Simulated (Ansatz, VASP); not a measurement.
# Two plane-wave programs on In3Se

```xyz
4
Lattice="4.7008 0.0000 0.0000 0.0000 4.7008 0.0000 0.0000 0.0000 4.7008" Properties=species:S:1:pos:R:3 pbc="T T T"
In    0.0000    2.3504    2.3504
In    2.3504    0.0000    2.3504
In    2.3504    2.3504    0.0000
Se    0.0000    0.0000    0.0000
```

Alike in both runs: task single point; functional PBE; dispersion D3(BJ); k mesh 8 × 8 × 8; occupations gaussian, width 0.15 eV; no spin polarisation.

|  | VASP | Ansatz |
| --- | --- | --- |
| version | VASP 6.6.1 | Ansatz 0.2.0 |
| potentials or method | VASP PAW PBE potentials, release 64 (In_d, Se), cutoff 520 eV | scalar-relativistic, plane waves, PAW |
| valence electrons in the cell | 45 | 55 |

```csv
,VASP,Ansatz,Ansatz less VASP
gap on the k mesh at the Fermi level (eV),none,none,-
pressure (GPa),0.0,0.0,+0.02
```

A gap of «none» marks a metal or a gap that the smearing closes. VASP's potentials hold 45 valence electrons a cell and Ansatz's 55, so a difference there can come from the potentials and not from the codes.
